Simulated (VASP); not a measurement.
# GaGe: single point with PBE0

Crystal: GaGe.

```
Ge Ga
1.0
     0.00000    2.95468    2.95468
     2.95468    0.00000    2.95468
     2.95468    2.95468    0.00000
Ge Ga
1 1
Cartesian
  0.0000 0.0000 0.0000
  1.4773 1.4773 1.4773
```

```json
{"Program": "VASP 6.6.1", "Task": "single point", "Functional": "PBE0", "Potentials or basis": "VASP PAW PBE potentials, release 64 (Ge_d, Ga_d)", "Cutoff": "520 eV", "k mesh": "4 × 4 × 4", "Occupations": "fermi-dirac, width 0.05 eV", "Spin": "no spin polarisation", "Dipole correction": "no", "Grid for exact exchange (PRECFOCK)": "Normal", "Further INCAR settings": "ALGO = Normal; EDIFF = 1e-06; NBANDS = 20"}
```

```yaml
Pressure: -4.6 GPa
```

Levels at points of the mesh, in eV from the Fermi level:
```csv
k point,band 10,band 11,band 12,band 13,band 14,band 15,band 16,band 17,band 18,band 19
"(0.00, 0.00, 0.00)",-17.71,-12.14,1.89,1.89,1.89,2.31,4.95,4.95,4.95,8.22
"(0.50, 0.00, 0.00)",-17.71,-10.09,-6.51,0.46,0.46,2.42,5.93,5.93,8.80,12.00
"(0.50, 0.50, 0.00)",-17.71,-8.97,-7.01,-2.03,-2.03,2.78,2.89,11.77,11.77,12.83
```

Wall time 16 min on 1 thread of AMD EPYC 7R13, on a shared host, peak memory 0.19 GiB.

Caveat: the k points lie up to 0.46 Å⁻¹ apart; the PAW data sets were made with another functional, which shifts forces and pressure a little.
